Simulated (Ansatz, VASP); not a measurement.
## One calculation of Ti, two programs

INCAR

```
PREC = Accurate
ENCUT = 520
EDIFF = 1E-6
ISMEAR = 0
SIGMA = 0.1
LREAL = False
LASPH = True
NELM = 60
ALGO = Normal
ISIF = 2
LWAVE = False
LCHARG = False
NBANDS = 12
```

File KPOINTS:

```
Automatic mesh
0
Gamma
  8 8 8
```

Contents of POSCAR:

```
Ti
1.0
   -1.5854237337      1.5854237337      1.5854237337
    1.5854237337     -1.5854237337      1.5854237337
    1.5854237337      1.5854237337     -1.5854237337
Ti
1
Direct
    0.0000000000      0.0000000000      0.0000000000
```

Input for Ansatz:

```yaml
crystal:
  lattice:
    - [-1.585423733732162, 1.585423733732163, 1.5854237337321633]
    - [1.585423733732162, -1.585423733732163, 1.5854237337321606]
    - [1.585423733732162, 1.5854237337321615, -1.5854237337321633]
  atoms:
    - { symbol: Ti, position: [1.8610536800548085e-34, -5.682272292733425e-34, -1.1174089892143418e-33] }
basis:
  ecutwfc: 470.0
kpoints:
  mp_grid:
    grid: [8, 8, 8]
hamiltonian:
  xc: lda
scf:
  occupations:
    method: gaussian
output:
  forces: true
  stress: true
```

Alike in both runs: task single point; functional LDA; k mesh 8 × 8 × 8; no spin polarisation.

```csv
,VASP,Ansatz
version,VASP 6.6.1,Ansatz 0.2.0
potentials or method,"VASP PAW LDA potentials, release 64 (Ti_sv), cutoff 520 eV","plane waves, PAW"
occupations,"gaussian, width 0.1 eV",gaussian
valence electrons in the cell,12,12
```

VASP gave:

- pressure (GPa): -0.5

Q: What did Ansatz give for the same quantities?

A: Pressure (GPa): -0.4.

LDA's correlation is that of Perdew and Zunger in VASP and of Perdew and Wang (1992) in Ansatz.
